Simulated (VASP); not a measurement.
# Hg (R-3m) in VASP: further runs

The runs below take Hg through single point, with LDA.

Everything below comes from runs of VASP 6.6.1. Logs are shortened: lines on timing, memory, paths and dates and some standing lists are left out, and cuts for length are marked.

## Step 1: The cell of the first run

Symmetry: R-3m, No. 166, trigonal system. The conventional cell has a = 3.413 Å, b = 3.413 Å, c = 6.611 Å, α = 90.00°, β = 90.00°, γ = 120.00°. Hg (site symmetry -3m) has 12 Hg at 2.96 to 3.41 Å within 3.9 Å.

## Step 2: Single point, LDA (22.24 Å³/atom)

File INCAR:

```
SYSTEM = Hg
PREC = Accurate
ENCUT = 520
EDIFF = 1E-6
ISMEAR = -1
SIGMA = 0.03
LREAL = .False.
LASPH = .True.
NELM = 60
ALGO = Normal
ISIF = 2
LWAVE = .False.
LCHARG = .False.
NBANDS = 12
```

File KPOINTS:

```
Automatic mesh
0
Gamma
  12 12 12
  0 0 0
```

File POSCAR:

```
Hg
1.0
    1.7066192046      0.9853170572      2.2038071096
   -1.7066192046      0.9853170572      2.2038071096
    0.0000000000     -1.9706341143      2.2038071096
Hg
1
Direct
    0.0000000000      0.0000000000      0.0000000000
```

Potentials or basis: VASP PAW LDA potentials, release 64 (Hg).

Run with:

```sh
$ cat potpaw_LDA.64/Hg/POTCAR > POTCAR
$ mpirun -np 1 vasp_std > vasp.out
```

OUTCAR:

```text
SYSTEM = Hg
   PREC = Accurate
   ENCUT = 520
   EDIFF = 1E-6
   ISMEAR = -1
   LREAL = .False.
   LASPH = .True.
   NELM = 60
   ISIF = 2

 ion  position               nearest neighbor table
   1  0.000  0.000  0.000-

  LATTYP: Found a trigonal (rhomboedric) cell.
 ALAT       =     2.9563769362
 COS(alpha) =     0.3335253404

  Lattice vectors:

 A1 = (   1.7066192046,   0.9853170572,   2.2038071096)
 A2 = (  -1.7066192046,   0.9853170572,   2.2038071096)
 A3 = (   0.0000000000,  -1.9706341143,   2.2038071096)

Analysis of symmetry for initial positions (statically):
=====================================================================
 Subroutine PRICEL returns:
 Original cell was already a primitive cell.

 Routine SETGRP: Setting up the symmetry group for a
 trigonal (rhombohedral) supercell.

 Subroutine GETGRP returns: Found 12 space group operations
 (whereof 12 operations were pure point group operations)
 out of a pool of 12 trial point group operations.

The static configuration has the point symmetry D_3d.

Analysis of symmetry for dynamics (positions and initial velocities):
=====================================================================
 Subroutine PRICEL returns:
 Original cell was already a primitive cell.

 Routine SETGRP: Setting up the symmetry group for a
 trigonal (rhombohedral) supercell.

 Subroutine GETGRP returns: Found 12 space group operations
 (whereof 12 operations were pure point group operations)
 out of a pool of 12 trial point group operations.

The dynamic configuration has the point symmetry D_3d.

 Subroutine INISYM returns: Found 12 space group operations
 (whereof 12 operations are pure point group operations),
 and found     1 'primitive' translations

----------------------------------------------------------------------------------------

                                     Primitive cell

  volume of cell :      22.2350

  direct lattice vectors                    reciprocal lattice vectors
     1.706619205  0.985317057  2.203807110     0.292976898  0.169150291  0.151253407
    -1.706619205  0.985317057  2.203807110    -0.292976898  0.169150291  0.151253407
     0.000000000 -1.970634114  2.203807110     0.000000000 -0.338300581  0.151253407

  length of vectors
     2.956376936  2.956376936  2.956376936     0.370573713  0.370573713  0.370573713

  position of ions in fractional coordinates (direct lattice)
     0.000000000  0.000000000  0.000000000

  ion indices of the primitive-cell ions
   primitive index   ion index
                 1           1

----------------------------------------------------------------------------------------

 KPOINTS: Automatic mesh

Automatic generation of k-mesh.
 Grid dimensions read from file:
 generate k-points for:   12   12   12

 Generating k-lattice:

  Cartesian coordinates                     Fractional coordinates (reciprocal lattice)
     0.024414741  0.014095858  0.012604451     0.083333333  0.000000000  0.000000000
    -0.024414741  0.014095858  0.012604451     0.000000000  0.083333333  0.000000000
     0.000000000 -0.028191715  0.012604451     0.000000000  0.000000000  0.083333333

  Length of vectors
     0.030881143  0.030881143  0.030881143

  Shift w.r.t. Gamma in fractional coordinates (k-lattice)
     0.000000000  0.000000000  0.000000000

 Subroutine IBZKPT returns following result:
 ===========================================

 Found    189 irreducible k-points:

 Following reciprocal coordinates:
            Coordinates               Weight
  0.000000  0.000000  0.000000      1.000000
  0.083333  0.000000  0.000000      6.000000
  0.166667  0.000000  0.000000      6.000000
  0.250000  0.000000  0.000000      6.000000
  0.333333  0.000000  0.000000      6.000000
  0.416667  0.000000  0.000000      6.000000
[... 16 lines left out ...]
  0.500000  0.166667  0.000000     12.000000
 -0.416667  0.166667 -0.000000     12.000000
 [... further k-points ...]
   k-points           NKPTS =    189   k-points in BZ     NKDIM =    189   number of bands    NBANDS=     12
   number of dos      NEDOS =    301   number of ions     NIONS =      1
   total plane-waves  NPLWV =  13824
   dimension x,y,z NGX =    24 NGY =   24 NGZ =   24
   dimension x,y,z NGXF=    48 NGYF=   48 NGZF=   48
   ions per type =               1
   NGX,Y,Z   is equivalent  to a cutoff of  13.50, 13.50, 13.50 a.u.
   NGXF,Y,Z  is equivalent  to a cutoff of  26.99, 26.99, 26.99 a.u.
 SYSTEM =  Hg
   PREC   = accura    normal or accurate (medium, high low for compatibility)
   ISTART =      0    job   : 0-new  1-cont  2-samecut
   ICHARG =      2    charge: 1-file 2-atom 10-const
   ISPIN  =      1    spin polarized calculation?
   LNONCOLLINEAR =      F non collinear calculations
   LSORBIT =      F    spin-orbit coupling
   LASPH  =      T    aspherical Exc in radial PAW
   ENCUT  =  520.0 eV  38.22 Ry    6.18 a.u.   5.50  5.50  5.50*2*pi/ulx,y,z
   NELM   =     60;   NELMIN=  2; NELMDL= -5     # of ELM steps
   EDIFF  = 0.1E-05   stopping-criterion for ELM
   LREAL  =      F    real-space projection
   EDIFFG = 0.1E-04   stopping-criterion for IOM
   NSW    =      0    number of steps for IOM
   IBRION =     -1    ionic relax: 0-MD 1-quasi-New 2-CG
   NFREE  =      0    steps in history (QN), initial steepest desc. (CG)
   ISIF   =      2    stress and relaxation
   ISYM   =      2    0-nonsym 1-usesym 2-fastsym
   POTIM  = 0.5000    time-step for ionic-motion
   TEBEG  =    0.0;   TEEND  =   0.0 temperature during run
   PSTRESS=    0.0 pullay stress
   NELECT =      12.0000    total number of electrons
   NUPDOWN=      -1.0000    fix difference up-down
   EMIN   =  10.00;   EMAX   =-10.00  energy-range for DOS
   EFERMI =   0.00;   METHOD = LEGACY
   ISMEAR =    -1;   SIGMA  =   0.03  broadening in eV -4-tet -1-fermi 0-gaus
   EFERMI_NEDOS =   21; number of points for ismear=-14 and -15
   IALGO  =     38    algorithm
   IMIX   =      4    mixing-type and parameters
     AMIX     =   0.40;   BMIX     =  1.00
     AMIX_MAG =   1.60;   BMIX_MAG =  1.00
  volume/ion in A,a.u.               =      22.24       150.05
  Fermi-wavevector in a.u.,A,eV,Ry     =   1.332875  2.518769 24.171509  1.776556
  Thomas-Fermi vector in A             =   2.461776
   LORBIT       =      0    0 simple, 1 ext, 2 COOP (PROOUT), +10 PAW based schemes
   GGA     = CA    functional components
   LHFCALC =     F    Hartree Fock is set to
   AEXX    =    0.0000 exact exchange contribution
   IVDW    =     0    specifies the selected vdW correction
   LEPSILON=     F    determine dielectric tensor
   LRPA    =     F    only Hartree local field effects (RPA)
 non-spin polarized calculation
  energy-cutoff  :      520.00
  volume of cell :       22.24
 maximum number of plane-waves:       617
 NGX is ok and might be reduce to    24
   NGX = 11   NGY = 11   NGZ = 11

 number of electron      11.9999999 magnetization

 Free energy of the ion-electron system (eV)
  ---------------------------------------------------
  ext. energy  EPLUGINS =         0.00000000
  ---------------------------------------------------
  free energy    TOTEN  =        -0.95968479 eV

  energy without entropy =       -0.95850218  energy(sigma->0) =       -0.95909349

 E-fermi :   3.0076     XC(G=0): -11.4847

 val. band max:        2.8979596606   @ k =  -0.4167   0.4167   0.0833
 cond. band min:       3.0199480648   @ k =  -0.3333   0.5000   0.1667
 fundamental gap:      0.1219884042
 Fermi energy:         3.0075673212

 k-point     1 :       0.0000    0.0000    0.0000
  band No.  band energies     occupation
      1      -6.6561      2.00000
      2      -4.8923      2.00000
      3      -4.8923      2.00000
      4      -3.4579      2.00000
      5      -3.2605      2.00000
      6      -3.2605      2.00000
      7      15.3993      0.00000
      8      15.9891      0.00000
      9      15.9891      0.00000
     10      20.7423      0.00000
     11      22.0094      0.00000
     12      22.0094      0.00000

 k-point     2 :       0.0833    0.0000    0.0000
  band No.  band energies     occupation
      1      -6.4931      2.00000
      2      -4.8803      2.00000
      3      -4.8416      2.00000
      4      -3.4542      2.00000
      5      -3.2832      2.00000
      6      -3.2688      2.00000
      7      14.3008      0.00000
      8      15.6336      0.00000
      9      16.0976      0.00000
     10      21.2552      0.00000
     11      21.8740      0.00000
     12      22.8704      0.00000

 k-point     3 :       0.1667    0.0000    0.0000
  band No.  band energies     occupation
      1      -6.0750      2.00000
      2      -4.8562      2.00000
      3      -4.6399      2.00000
      4      -3.4332      2.00000
      5      -3.3326      2.00000
      6      -3.2800      2.00000
      7      11.5286      0.00000
      8      15.8614      0.00000
      9      16.3326      0.00000
     10      21.3775      0.00000
     11      21.5672      0.00000
     12      23.1473      0.00000
[... 286 lines left out ...]
 k-point    23 :       0.5000    0.1667    0.0000
  band No.  band energies     occupation
      1      -5.2841      2.00000
      2      -4.6710      2.00000
      3      -3.8113      2.00000
      4      -3.4316      2.00000
      5      -3.0070      2.00000
      6       0.5851      2.00000
      7       2.5256      2.00000
      8      12.5209      0.00000
      9      15.3986      0.00000
     10      19.3422      0.00000
     11      21.5537      0.00000
     12      22.8621      0.00000

 k-point    24 :      -0.4167    0.1667   -0.0000
  band No.  band energies     occupation
      1      -5.2567      2.00000
      2      -4.7054      2.00000
      3      -3.6886      2.00000
      4      -3.4607      2.00000
      5      -3.0532      2.00000
      6       0.2511      2.00000
      7       2.8440      1.99146
      8      11.6251      0.00000
      9      16.0534      0.00000
     10      19.2694      0.00000
     11      22.3564      0.00000
     12      23.4502      0.00000

 [... further k-points ...]
[... 5 lines left out ...]
  --------------------------------------------------------------------------------------
  -------------------------------------------------------------------------------------
  Total        0.1460386      0.1460386      0.1858474      0.0000000      0.0000000      0.0000000
  in kB       10.5230293     10.5230293     13.3915105      0.0000000      0.0000000      0.0000000
  external PRESSURE =      11.4791897 kB  Pullay stress =       0.0000000 kB

 VOLUME and BASIS-vectors are now :
 -----------------------------------------------------------------------------
  energy-cutoff  :      520.00
  volume of cell :       22.24
      direct lattice vectors                 reciprocal lattice vectors
     1.706619205  0.985317057  2.203807110     0.292976898  0.169150291  0.151253407
    -1.706619205  0.985317057  2.203807110    -0.292976898  0.169150291  0.151253407
     0.000000000 -1.970634114  2.203807110     0.000000000 -0.338300581  0.151253407

 POSITION                                       TOTAL-FORCE (eV/Angst)
 -----------------------------------------------------------------------------------
      0.00000      0.00000      0.00000        -0.000000     -0.000000      0.000000
 -----------------------------------------------------------------------------------
    total drift:                               -0.000000     -0.000000      0.000000

  FREE ENERGIE OF THE ION-ELECTRON SYSTEM (eV)
  ---------------------------------------------------
  free  energy   TOTEN  =        -0.9596847943 eV

  energy  without entropy=       -0.9585021849  energy(sigma->0) =       -0.95909349
```

Wall time 26 s (1 thread of Intel Xeon 8259CL, shared host); peak memory 0.17 GiB.

Results:

| Quantity | Value |
| --- | --- |
| Free energy | -0.9597 eV |
| Pressure | 1.1 GPa |
| Band gap on the k mesh | zero (bands 6 and 7 overlap by 3.48 eV) |

Caveat: spin-orbit coupling is left out, which moves the levels of the heavy elements.

## Step 3: Single point, LDA (equal xx and yy strain of -2 %)

File INCAR:

```
PREC = Accurate
ENCUT = 520
EDIFF = 1E-6
ISMEAR = -1
SIGMA = 0.03
LREAL = False
LASPH = True
NELM = 80
ALGO = Normal
ISIF = 2
LWAVE = False
LCHARG = False
NBANDS = 12
```

File KPOINTS:

```
regular mesh
0
Gamma
  12 12 12
```

File POSCAR:

```
Hg
1.0
    1.6954004462      0.9788399040      2.2340000000
   -1.6954004462      0.9788399040      2.2340000000
    0.0000000000     -1.9576798080      2.2340000000
Hg
1
Direct
    0.0000000000      0.0000000000      0.0000000000
```

Potentials or basis: VASP PAW LDA potentials, release 64 (Hg).

Run with:

```sh
$ cat potpaw_LDA.64/Hg/POTCAR > POTCAR
$ mpirun -np 1 vasp_std > vasp.out
```

OUTCAR:

```text
PREC = Accurate
   ENCUT = 520
   EDIFF = 1E-6
   ISMEAR = -1
   LREAL = False
   LASPH = True
   NELM = 80
   ISIF = 2

 ion  position               nearest neighbor table
   1  0.000  0.000  0.000-

  LATTYP: Found a trigonal (rhomboedric) cell.
 ALAT       =     2.9703983286
 COS(alpha) =     0.3484538270

  Lattice vectors:

 A1 = (   1.6954004462,   0.9788399040,   2.2340000000)
 A2 = (  -1.6954004462,   0.9788399040,   2.2340000000)
 A3 = (   0.0000000000,  -1.9576798080,   2.2340000000)

Analysis of symmetry for initial positions (statically):
=====================================================================
 Subroutine PRICEL returns:
 Original cell was already a primitive cell.

 Routine SETGRP: Setting up the symmetry group for a
 trigonal (rhombohedral) supercell.

 Subroutine GETGRP returns: Found 12 space group operations
 (whereof 12 operations were pure point group operations)
 out of a pool of 12 trial point group operations.

The static configuration has the point symmetry D_3d.

Analysis of symmetry for dynamics (positions and initial velocities):
=====================================================================
 Subroutine PRICEL returns:
 Original cell was already a primitive cell.

 Routine SETGRP: Setting up the symmetry group for a
 trigonal (rhombohedral) supercell.

 Subroutine GETGRP returns: Found 12 space group operations
 (whereof 12 operations were pure point group operations)
 out of a pool of 12 trial point group operations.

The dynamic configuration has the point symmetry D_3d.

 Subroutine INISYM returns: Found 12 space group operations
 (whereof 12 operations are pure point group operations),
 and found     1 'primitive' translations

----------------------------------------------------------------------------------------

[... 109 lines left out ...]
     AMIX     =   0.40;   BMIX     =  1.00
     AMIX_MAG =   1.60;   BMIX_MAG =  1.00
  volume/ion in A,a.u.               =      22.24       150.11
  Fermi-wavevector in a.u.,A,eV,Ry     =   1.332690  2.518419 24.164797  1.776062
  Thomas-Fermi vector in A             =   2.461606
   LORBIT       =      0    0 simple, 1 ext, 2 COOP (PROOUT), +10 PAW based schemes
   GGA     = CA    functional components
   LHFCALC =     F    Hartree Fock is set to
   AEXX    =    0.0000 exact exchange contribution
   IVDW    =     0    specifies the selected vdW correction
   LEPSILON=     F    determine dielectric tensor
   LRPA    =     F    only Hartree local field effects (RPA)
 non-spin polarized calculation
  energy-cutoff  :      520.00
  volume of cell :       22.24
 maximum number of plane-waves:       620
 NGX is ok and might be reduce to    24
   NGX = 11   NGY = 11   NGZ = 11

 number of electron      11.9999999 magnetization

 Free energy of the ion-electron system (eV)
  ---------------------------------------------------
  ext. energy  EPLUGINS =         0.00000000
  ---------------------------------------------------
  free energy    TOTEN  =        -0.95996250 eV

  energy without entropy =       -0.95920879  energy(sigma->0) =       -0.95958565

 E-fermi :   3.0257     XC(G=0): -11.4874

 val. band max:        2.9024768866   @ k =  -0.4167   0.5000   0.0833
 cond. band min:       3.0309828572   @ k =  -0.3333   0.4167   0.2500
 fundamental gap:      0.1285059706
 Fermi energy:         3.0256884915

 k-point     1 :       0.0000    0.0000    0.0000
  band No.  band energies     occupation
      1      -6.6495      2.00000
      2      -4.8234      2.00000
      3      -4.8234      2.00000
      4      -3.5229      2.00000
      5      -3.2899      2.00000
      6      -3.2899      2.00000
      7      15.5050      0.00000
      8      16.1371      0.00000
      9      16.1371      0.00000
     10      20.8964      0.00000
     11      22.1310      0.00000
     12      22.1310      0.00000
[... 331 lines left out ...]
 k-point    24 :      -0.4167    0.1667    0.0000
  band No.  band energies     occupation
      1      -5.2376      2.00000
      2      -4.6729      2.00000
      3      -3.6643      2.00000
      4      -3.5028      2.00000
      5      -3.0320      2.00000
      6       0.3157      2.00000
      7       2.8318      1.99688
      8      11.5845      0.00000
      9      15.9226      0.00000
     10      18.9210      0.00000
     11      22.3414      0.00000
     12      23.6986      0.00000

 [... further k-points ...]
[... 5 lines left out ...]
  --------------------------------------------------------------------------------------
  -------------------------------------------------------------------------------------
  Total        0.1135630      0.1135630      0.0731995      0.0000000     -0.0000000      0.0000000
  in kB        8.1795433      8.1795433      5.2723047      0.0000000     -0.0000000      0.0000000
  external PRESSURE =       7.2104638 kB  Pullay stress =       0.0000000 kB

 VOLUME and BASIS-vectors are now :
 -----------------------------------------------------------------------------
  energy-cutoff  :      520.00
  volume of cell :       22.24
      direct lattice vectors                 reciprocal lattice vectors
     1.695400446  0.978839904  2.234000000     0.294915577  0.170269587  0.149209191
    -1.695400446  0.978839904  2.234000000    -0.294915577  0.170269587  0.149209191
     0.000000000 -1.957679808  2.234000000     0.000000000 -0.340539175  0.149209191

 POSITION                                       TOTAL-FORCE (eV/Angst)
 -----------------------------------------------------------------------------------
      0.00000      0.00000      0.00000         0.000000     -0.000000     -0.000000
 -----------------------------------------------------------------------------------
    total drift:                                0.000000     -0.000000      0.000000

  FREE ENERGIE OF THE ION-ELECTRON SYSTEM (eV)
  ---------------------------------------------------
  free  energy   TOTEN  =        -0.9599625038 eV

  energy  without entropy=       -0.9592087884  energy(sigma->0) =       -0.95958565
```

OSZICAR:

```text
N       E                     dE             d eps       ncg     rms          rms(c)
DAV:   1     0.730893972303E+02    0.73089E+02   -0.67670E+03  4856   0.978E+02
DAV:   2     0.147522997693E+00   -0.72942E+02   -0.68523E+02  4876   0.232E+02
DAV:   3    -0.102813525413E+01   -0.11757E+01   -0.11751E+01  5468   0.326E+01
DAV:   4    -0.102923973398E+01   -0.11045E-02   -0.11045E-02  5016   0.103E+00
DAV:   5    -0.102924125650E+01   -0.15225E-05   -0.15222E-05  5388   0.370E-02    0.488E+00
DAV:   6    -0.968267207415E+00    0.60974E-01   -0.13559E-01  5344   0.422E+00    0.350E+00
DAV:   7    -0.960845545443E+00    0.74217E-02   -0.17786E-02  5380   0.126E+00    0.144E+00
DAV:   8    -0.959957477849E+00    0.88807E-03   -0.16019E-03  4840   0.567E-01    0.611E-02
DAV:   9    -0.959961459994E+00   -0.39821E-05   -0.27642E-06  5400   0.198E-02    0.142E-02
DAV:  10    -0.959962502339E+00   -0.10423E-05   -0.11862E-06  4788   0.133E-02    0.100E-03
DAV:  11    -0.959962503760E+00   -0.14209E-08   -0.12843E-08  2444   0.101E-03
   1 F= -.95996250E+00 E0= -.95958565E+00  d E =-.753715E-03
```

Wall time 28 s (1 thread of Intel Xeon 8259CL, shared host); peak memory 0.16 GiB.

Results:

* Free energy: -0.9600 eV
* Pressure: 0.7 GPa
* Band gap on the k mesh: zero (bands 6 and 7 overlap by 3.33 eV)

Caveat: the cell differs from its parent crystal (equal xx and yy strain of -2 %); spin-orbit coupling is left out, which moves the levels of the heavy elements.

(Part 1 of 2 ends here.)
